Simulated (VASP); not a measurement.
Input of a VASP 6.6.1 run:

Contents of INCAR:

```
PREC     = Accurate       # precision mode
ENCUT    = 520            # plane-wave cutoff, eV
EDIFF    = 1E-7           # SCF threshold, eV
ISMEAR   = -1             # smearing method
SIGMA    = 0.05           # smearing width, eV
LREAL    = Auto         
LASPH    = T              # aspherical terms in the spheres
NELM     = 80             # most SCF steps
ALGO     = Normal         # electronic algorithm
ISIF     = 2              # what is computed and relaxed
LWAVE    = F              # write WAVECAR
LCHARG   = F              # write CHGCAR
GGA      = PE             # functional
NBANDS   = 67             # bands
ISYM     = 0
```

Contents of KPOINTS:

```
regular mesh
0
Gamma
  1 1 1
```

Contents of POSCAR:

```
Li8CaCl10
1.0
    7.6216650000     -0.1881850000     -0.0394400000
   -0.1881850000      7.3227830000     -0.1529230000
   -0.0394400000     -0.1529230000      7.6842230000
Li Cl Ca
8 10 1
Direct
    0.4440879823      0.8973785433      0.5846513888
    0.8667954023      0.6987653245      0.4364611361
    0.6756634116      0.2522548738      0.2560241598
    0.1816495750      0.8255990460      1.0242862996
    0.3829915469      0.3738569558      0.8546398919
    0.1237717796      0.1221084658      0.3610562515
    0.7182875249      0.7607636770      0.9855115506
    0.2522956718      0.4942798556      0.3854218312
    0.9501655731      0.3893953979      0.3949117618
    0.7592721045     -0.0059365485      0.5362523780
    0.1038816363      0.5612036240      0.8123460282
    0.1897171952      0.7924839282      0.3271378858
    0.9411656482      0.9771841304      0.0003013320
    0.5661585135      0.5664283876      0.4647870344
    0.4659876909      0.8240378570      0.8942573499
    0.6933817947      0.4163036133      0.9815329898
    0.2691323128      0.1339331491      0.6358803014
    0.3494959098      0.2483882473      0.1666024521
    0.9265409128      0.2459572091      0.7710950460
```

Potentials or basis: VASP PAW PBE potentials, release 64 (Li_sv, Cl, Ca_sv).

Launch:

```console
$ cat potpaw_PBE.64/Li_sv/POTCAR potpaw_PBE.64/Cl/POTCAR potpaw_PBE.64/Ca_sv/POTCAR > POTCAR
$ mpirun -np 1 vasp_gam > vasp.out
```

Problem. What does it give for the largest force?

Solution. 0.845 eV/Å.

Problem. Predict the band gap on the k mesh.

Solution. 4.60 eV.

Forces on the atoms (eV/Å):
```
Li   0.326 -0.563  0.075
Li  -0.126 -0.016  0.203
Li  -0.326  0.389  0.073
Li   0.637 -0.331 -0.188
Li   0.026  0.154  0.235
Li   0.186 -0.204 -0.268
Li   0.232 -0.503 -0.072
Li   0.521 -0.049 -0.154
Cl   0.176 -0.390  0.053
Cl   0.039  0.131 -0.192
Cl   0.247 -0.114  0.042
Cl  -0.348  0.171  0.129
Cl  -0.343  0.436  0.258
Cl  -0.222  0.064  0.055
Cl  -0.407  0.209 -0.113
Cl   0.196 -0.011 -0.276
Cl  -0.412  0.668  0.313
Cl  -0.339 -0.027  0.227
Ca  -0.063 -0.015 -0.402
```

Caveat: the k points lie up to 0.86 Å⁻¹ apart.
